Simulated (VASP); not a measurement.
# Ir (Pm-3m) in VASP: notebook

Runs on Ir. Level: PBEsol. Tasks: single point.

Program: VASP 6.6.1. These are calculated values, not measurements. Logs are shortened: lines on timing, memory, paths and dates and some standing lists are left out, and cuts for length are marked.

### Step 1. The cell of the first run

Symmetry: Pm-3m, No. 221, cubic system. Conventional cell: a = 2.201 Å, b = 2.201 Å, c = 2.201 Å, α = 90.00°, β = 90.00°, γ = 90.00°. Within 2.9 Å of Ir (site symmetry m-3m) lie 6 Ir at 2.20 Å.

### Step 2. Single point, PBEsol (volume scaled by 0.65)

The input, INCAR:

```
SYSTEM = Ir
  ALGO = Normal
  EDIFF = 1E-6
  ENCUT = 520
  GGA = PS
  ISIF = 2
  ISMEAR = -1
  LASPH = .TRUE.
  LCHARG = .FALSE.
  LREAL = .FALSE.
  LWAVE = .FALSE.
  NBANDS = 10
  NELM = 80
  PREC = Accurate
  SIGMA = 0.05
```

The input, KPOINTS:

```
k-points
0
G
  17 17 17
  0 0 0
```

The input, POSCAR:

```
Ir
1.0
    2.2007357457      0.0000000000      0.0000000000
    0.0000000000      2.2007357457      0.0000000000
    0.0000000000      0.0000000000      2.2007357457
Ir
1
Direct
    0.0000000000      0.0000000000      0.0000000000
```

Potentials or basis: VASP PAW PBE potentials, release 64 (Ir).

On the command line:

```
> cat potpaw_PBE.64/Ir/POTCAR > POTCAR
> mpirun -np 1 vasp_std > vasp.out
```

OUTCAR:

```text
SYSTEM = Ir
   EDIFF = 1E-6
   ENCUT = 520
   GGA = PS
   ISIF = 2
   ISMEAR = -1
   LASPH = .TRUE.
   LREAL = .FALSE.
   NELM = 80
   PREC = Accurate

 ion  position               nearest neighbor table
   1  0.000  0.000  0.000-

  LATTYP: Found a simple cubic cell.
 ALAT       =     2.2007357457

  Lattice vectors:

 A1 = (   2.2007357457,   0.0000000000,   0.0000000000)
 A2 = (   0.0000000000,   2.2007357457,   0.0000000000)
 A3 = (   0.0000000000,   0.0000000000,   2.2007357457)

Analysis of symmetry for initial positions (statically):
=====================================================================
 Subroutine PRICEL returns:
 Original cell was already a primitive cell.

 Routine SETGRP: Setting up the symmetry group for a
 simple cubic supercell.

 Subroutine GETGRP returns: Found 48 space group operations
 (whereof 48 operations were pure point group operations)
 out of a pool of 48 trial point group operations.

The static configuration has the point symmetry O_h .

Analysis of symmetry for dynamics (positions and initial velocities):
=====================================================================
 Subroutine PRICEL returns:
 Original cell was already a primitive cell.

 Routine SETGRP: Setting up the symmetry group for a
 simple cubic supercell.

 Subroutine GETGRP returns: Found 48 space group operations
 (whereof 48 operations were pure point group operations)
 out of a pool of 48 trial point group operations.

The dynamic configuration has the point symmetry O_h .

 Subroutine INISYM returns: Found 48 space group operations
 (whereof 48 operations are pure point group operations),
 and found     1 'primitive' translations

----------------------------------------------------------------------------------------

                                     Primitive cell

  volume of cell :      10.6587

  direct lattice vectors                    reciprocal lattice vectors
     2.200735746  0.000000000  0.000000000     0.454393492  0.000000000  0.000000000
     0.000000000  2.200735746  0.000000000     0.000000000  0.454393492  0.000000000
     0.000000000  0.000000000  2.200735746     0.000000000  0.000000000  0.454393492

  length of vectors
     2.200735746  2.200735746  2.200735746     0.454393492  0.454393492  0.454393492

  position of ions in fractional coordinates (direct lattice)
     0.000000000  0.000000000  0.000000000

  ion indices of the primitive-cell ions
   primitive index   ion index
[... 71 lines left out ...]
   ENCUT  =  520.0 eV  38.22 Ry    6.18 a.u.   4.09  4.09  4.09*2*pi/ulx,y,z
   NELM   =     80;   NELMIN=  2; NELMDL= -5     # of ELM steps
   EDIFF  = 0.1E-05   stopping-criterion for ELM
   LREAL  =      F    real-space projection
   EDIFFG = 0.1E-04   stopping-criterion for IOM
   NSW    =      0    number of steps for IOM
   IBRION =     -1    ionic relax: 0-MD 1-quasi-New 2-CG
   NFREE  =      0    steps in history (QN), initial steepest desc. (CG)
   ISIF   =      2    stress and relaxation
   ISYM   =      2    0-nonsym 1-usesym 2-fastsym
   POTIM  = 0.5000    time-step for ionic-motion
   TEBEG  =    0.0;   TEEND  =   0.0 temperature during run
   PSTRESS=    0.0 pullay stress
   NELECT =       9.0000    total number of electrons
   NUPDOWN=      -1.0000    fix difference up-down
   EMIN   =  10.00;   EMAX   =-10.00  energy-range for DOS
   EFERMI =   0.00;   METHOD = LEGACY
   ISMEAR =    -1;   SIGMA  =   0.05  broadening in eV -4-tet -1-fermi 0-gaus
   EFERMI_NEDOS =   21; number of points for ismear=-14 and -15
   IALGO  =     38    algorithm
   IMIX   =      4    mixing-type and parameters
     AMIX     =   0.40;   BMIX     =  1.00
     AMIX_MAG =   1.60;   BMIX_MAG =  1.00
  volume/ion in A,a.u.               =      10.66        71.93
  Fermi-wavevector in a.u.,A,eV,Ry     =   1.547347  2.924062 32.576202  2.394283
  Thomas-Fermi vector in A             =   2.652454
   LORBIT       =      0    0 simple, 1 ext, 2 COOP (PROOUT), +10 PAW based schemes
   GGA     = PS    functional components
   LHFCALC =     F    Hartree Fock is set to
   AEXX    =    0.0000 exact exchange contribution
   IVDW    =     0    specifies the selected vdW correction
   LEPSILON=     F    determine dielectric tensor
   LRPA    =     F    only Hartree local field effects (RPA)
 non-spin polarized calculation
  energy-cutoff  :      520.00
  volume of cell :       10.66
 maximum number of plane-waves:       298
   NGX =  9   NGY =  9   NGZ =  9

 number of electron       9.0000000 magnetization

 Free energy of the ion-electron system (eV)
  ---------------------------------------------------
  ext. energy  EPLUGINS =         0.00000000
  ---------------------------------------------------
  free energy    TOTEN  =        -4.74461675 eV

  energy without entropy =       -4.73954628  energy(sigma->0) =       -4.74208151

 E-fermi :  15.7206     XC(G=0): -15.6305

 val. band max:       15.7198701758   @ k =   0.2941   0.2353   0.0588
 cond. band min:      15.7331908356   @ k =   0.2941   0.2353   0.1765
 fundamental gap:      0.0133206598
 Fermi energy:        15.7206119493

 k-point     1 :       0.0000    0.0000    0.0000
  band No.  band energies     occupation
      1       1.7936      2.00000
      2       4.4703      2.00000
      3       4.4703      2.00000
      4      18.5667      0.00000
      5      18.5667      0.00000
      6      18.5667      0.00000
      7      34.5211      0.00000
      8      34.5211      0.00000
      9      34.5211      0.00000
     10      43.2183      0.00000
[... 287 lines left out ...]
 k-point    24 :       0.4706    0.1176    0.0000
  band No.  band energies     occupation
      1       6.0130      2.00000
      2       7.1766      2.00000
      3       9.3717      2.00000
      4      12.7290      2.00000
      5      15.8584      0.11958
      6      18.2914      0.00000
      7      26.6919      0.00000
      8      32.9156      0.00000
      9      39.3692      0.00000
     10      41.0959      0.00000

 [... further k-points ...]
[... 5 lines left out ...]
  --------------------------------------------------------------------------------------
  -------------------------------------------------------------------------------------
  Total       21.9626024     21.9626024     21.9626024      0.0000000      0.0000000     -0.0000000
  in kB     3301.3433054   3301.3433054   3301.3433054      0.0000000      0.0000000     -0.0000000
  external PRESSURE =    3301.3433054 kB  Pullay stress =       0.0000000 kB

 VOLUME and BASIS-vectors are now :
 -----------------------------------------------------------------------------
  energy-cutoff  :      520.00
  volume of cell :       10.66
      direct lattice vectors                 reciprocal lattice vectors
     2.200735746  0.000000000  0.000000000     0.454393492  0.000000000  0.000000000
     0.000000000  2.200735746  0.000000000     0.000000000  0.454393492  0.000000000
     0.000000000  0.000000000  2.200735746     0.000000000  0.000000000  0.454393492

 POSITION                                       TOTAL-FORCE (eV/Angst)
 -----------------------------------------------------------------------------------
      0.00000      0.00000      0.00000         0.000000      0.000000      0.000000
 -----------------------------------------------------------------------------------
    total drift:                                0.000000      0.000000      0.000000

  FREE ENERGIE OF THE ION-ELECTRON SYSTEM (eV)
  ---------------------------------------------------
  free  energy   TOTEN  =        -4.7446167468 eV

  energy  without entropy=       -4.7395462791  energy(sigma->0) =       -4.74208151
```

OSZICAR:

```text
N       E                     dE             d eps       ncg     rms          rms(c)
DAV:   1     0.544045645315E+02    0.54405E+02   -0.45981E+03  3308   0.861E+02
DAV:   2    -0.434058364698E+01   -0.58745E+02   -0.56855E+02  3396   0.216E+02
DAV:   3    -0.511804582898E+01   -0.77746E+00   -0.77462E+00  3858   0.292E+01
DAV:   4    -0.512547423577E+01   -0.74284E-02   -0.74267E-02  4168   0.266E+00
DAV:   5    -0.512558662139E+01   -0.11239E-03   -0.11238E-03  4170   0.293E-01    0.391E+01
DAV:   6    -0.487858142206E+01    0.24701E+00   -0.52670E-02  4006   0.212E+00    0.226E+01
DAV:   7    -0.474530560670E+01    0.13328E+00   -0.71529E-02  4112   0.212E+00    0.605E-01
DAV:   8    -0.474459589078E+01    0.70972E-03   -0.26664E-03  3638   0.745E-01    0.455E-02
DAV:   9    -0.474461847875E+01   -0.22588E-04   -0.23722E-05  4802   0.437E-02    0.310E-02
DAV:  10    -0.474461685667E+01    0.16221E-05   -0.41109E-06  3872   0.330E-02    0.129E-03
DAV:  11    -0.474461674675E+01    0.10991E-06   -0.36756E-08  2104   0.161E-03
   1 F= -.47446167E+01 E0= -.47420815E+01  d E =-.507047E-02
```

stdout:

```text
POSCAR found type information on POSCAR Ir
 POSCAR found :  1 types and       1 ions
 scaLAPACK will be used
 -----------------------------------------------------------------------------
|                                                                             |
|                                                                             |
|     You enforced a specific xc type in the INCAR file but a different       |
|     I HOPE YOU KNOW WHAT YOU ARE DOING!                                     |
|                                                                             |
 -----------------------------------------------------------------------------

 LDA part: xc-table for (Slater+PW92), standard interpolation
 POSCAR, INCAR and KPOINTS ok, starting setup
 FFT: planning ... GRIDC
 FFT: planning ... GRID_SOFT
 FFT: planning ... GRID
 WAVECAR not read
 entering main loop
```

It took 14 s on 1 thread of AMD EPYC 7R43 (Zen 3), shared host; peak memory 0.09 GiB.

What came out:

| Quantity | Value |
| --- | --- |
| Free energy | -4.7446 eV |
| Pressure | 330.1 GPa |

Caveat: the PAW data sets were made with another functional, which shifts forces and pressure a little; spin-orbit coupling is left out, which moves the levels of the heavy elements.

### Step 3. Single point, PBEsol (volume scaled by 0.65)

The input, INCAR:

```
PREC = Accurate
ENCUT = 520
EDIFF = 1E-7
ISMEAR = -1
SIGMA = 0.05
LREAL = False
LASPH = True
NELM = 60
ALGO = Normal
ISIF = 2
LWAVE = False
LCHARG = False
GGA = PS
NBANDS = 10
```

The input, KPOINTS:

```
regular mesh
0
Gamma
  17 17 17
```

POSCAR is that of step 2.

Potentials or basis: VASP PAW PBE potentials, release 64 (Ir).

On the command line:

```
> cat potpaw_PBE.64/Ir/POTCAR > POTCAR
> mpirun -np 1 vasp_std > vasp.out
```

OUTCAR:

```text
PREC = Accurate
   ENCUT = 520
   EDIFF = 1E-7
   ISMEAR = -1
   LREAL = False
   LASPH = True
   NELM = 60
   ISIF = 2
   GGA = PS

 ion  position               nearest neighbor table
   1  0.000  0.000  0.000-

  LATTYP: Found a simple cubic cell.
 ALAT       =     2.2007357457

  Lattice vectors:

 A1 = (   2.2007357457,   0.0000000000,   0.0000000000)
 A2 = (   0.0000000000,   2.2007357457,   0.0000000000)
 A3 = (   0.0000000000,   0.0000000000,   2.2007357457)

Analysis of symmetry for initial positions (statically):
=====================================================================
 Subroutine PRICEL returns:
 Original cell was already a primitive cell.

 Routine SETGRP: Setting up the symmetry group for a
 simple cubic supercell.

 Subroutine GETGRP returns: Found 48 space group operations
 (whereof 48 operations were pure point group operations)
 out of a pool of 48 trial point group operations.

The static configuration has the point symmetry O_h .

Analysis of symmetry for dynamics (positions and initial velocities):
=====================================================================
 Subroutine PRICEL returns:
 Original cell was already a primitive cell.

 Routine SETGRP: Setting up the symmetry group for a
 simple cubic supercell.

 Subroutine GETGRP returns: Found 48 space group operations
 (whereof 48 operations were pure point group operations)
 out of a pool of 48 trial point group operations.

The dynamic configuration has the point symmetry O_h .

 Subroutine INISYM returns: Found 48 space group operations
 (whereof 48 operations are pure point group operations),
 and found     1 'primitive' translations

----------------------------------------------------------------------------------------

                                     Primitive cell

[... 104 lines left out ...]
   EFERMI_NEDOS =   21; number of points for ismear=-14 and -15
   IALGO  =     38    algorithm
   IMIX   =      4    mixing-type and parameters
     AMIX     =   0.40;   BMIX     =  1.00
     AMIX_MAG =   1.60;   BMIX_MAG =  1.00
  volume/ion in A,a.u.               =      10.66        71.93
  Fermi-wavevector in a.u.,A,eV,Ry     =   1.547347  2.924062 32.576202  2.394283
  Thomas-Fermi vector in A             =   2.652454
   LORBIT       =      0    0 simple, 1 ext, 2 COOP (PROOUT), +10 PAW based schemes
   GGA     = PS    functional components
   LHFCALC =     F    Hartree Fock is set to
   AEXX    =    0.0000 exact exchange contribution
   IVDW    =     0    specifies the selected vdW correction
   LEPSILON=     F    determine dielectric tensor
   LRPA    =     F    only Hartree local field effects (RPA)
 non-spin polarized calculation
  energy-cutoff  :      520.00
  volume of cell :       10.66
 maximum number of plane-waves:       298
   NGX =  9   NGY =  9   NGZ =  9

 number of electron       9.0000000 magnetization

 Free energy of the ion-electron system (eV)
  ---------------------------------------------------
  ext. energy  EPLUGINS =         0.00000000
  ---------------------------------------------------
  free energy    TOTEN  =        -4.74461667 eV

  energy without entropy =       -4.73954627  energy(sigma->0) =       -4.74208147

 E-fermi :  15.7205     XC(G=0): -15.6305

 val. band max:       15.7198127069   @ k =   0.2941   0.2353   0.0588
 cond. band min:      15.7331040551   @ k =   0.2941   0.2353   0.1765
 fundamental gap:      0.0132913482
 Fermi energy:        15.7205414146

 k-point     1 :       0.0000    0.0000    0.0000
  band No.  band energies     occupation
      1       1.7935      2.00000
      2       4.4702      2.00000
      3       4.4702      2.00000
      4      18.5666      0.00000
      5      18.5666      0.00000
      6      18.5666      0.00000
      7      34.5210      0.00000
      8      34.5210      0.00000
      9      34.5210      0.00000
     10      43.2183      0.00000
[... 287 lines left out ...]
 k-point    24 :       0.4706    0.1176    0.0000
  band No.  band energies     occupation
      1       6.0129      2.00000
      2       7.1765      2.00000
      3       9.3717      2.00000
      4      12.7289      2.00000
      5      15.8583      0.11959
      6      18.2914      0.00000
      7      26.6918      0.00000
      8      32.9156      0.00000
      9      39.3691      0.00000
     10      41.0958      0.00000

 [... further k-points ...]
[... 5 lines left out ...]
  --------------------------------------------------------------------------------------
  -------------------------------------------------------------------------------------
  Total       21.9636755     21.9636755     21.9636755      0.0000000      0.0000000      0.0000000
  in kB     3301.5046076   3301.5046076   3301.5046076      0.0000000      0.0000000      0.0000000
  external PRESSURE =    3301.5046076 kB  Pullay stress =       0.0000000 kB

 VOLUME and BASIS-vectors are now :
 -----------------------------------------------------------------------------
  energy-cutoff  :      520.00
  volume of cell :       10.66
      direct lattice vectors                 reciprocal lattice vectors
     2.200735746  0.000000000  0.000000000     0.454393492  0.000000000  0.000000000
     0.000000000  2.200735746  0.000000000     0.000000000  0.454393492  0.000000000
     0.000000000  0.000000000  2.200735746     0.000000000  0.000000000  0.454393492

 POSITION                                       TOTAL-FORCE (eV/Angst)
 -----------------------------------------------------------------------------------
      0.00000      0.00000      0.00000         0.000000      0.000000      0.000000
 -----------------------------------------------------------------------------------
    total drift:                               -0.000000      0.000000      0.000000

  FREE ENERGIE OF THE ION-ELECTRON SYSTEM (eV)
  ---------------------------------------------------
  free  energy   TOTEN  =        -4.7446166708 eV

  energy  without entropy=       -4.7395462680  energy(sigma->0) =       -4.74208147
```

stdout:

```text
POSCAR found type information on POSCAR Ir
 POSCAR found :  1 types and       1 ions
 scaLAPACK will be used
 -----------------------------------------------------------------------------
|                                                                             |
|                                                                             |
|     You enforced a specific xc type in the INCAR file but a different       |
|     I HOPE YOU KNOW WHAT YOU ARE DOING!                                     |
|                                                                             |
 -----------------------------------------------------------------------------

 LDA part: xc-table for (Slater+PW92), standard interpolation
 POSCAR, INCAR and KPOINTS ok, starting setup
 FFT: planning ... GRIDC
 FFT: planning ... GRID_SOFT
 FFT: planning ... GRID
 WAVECAR not read
 entering main loop
```

It took 14 s on 1 thread of AMD EPYC 7R43 (Zen 3), shared host; peak memory 0.09 GiB.

Results:

```yaml
Free_energy: -4.7446 eV
Pressure: 330.2 GPa
```

Levels at points of the mesh, in eV from the Fermi level:
| k point | band 2 | band 3 | band 4 | band 5 | band 6 | band 7 | band 8 | band 9 |
| --- | --- | --- | --- | --- | --- | --- | --- | --- |
| (0.00, 0.00, 0.00) | -11.25 | -11.25 | 2.85 | 2.85 | 2.85 | 18.80 | 18.80 | 18.80 |

Caveat: the PAW data sets were made with another functional, which shifts forces and pressure a little; spin-orbit coupling is left out, which moves the levels of the heavy elements.

(Part 1 of 2 ends here.)
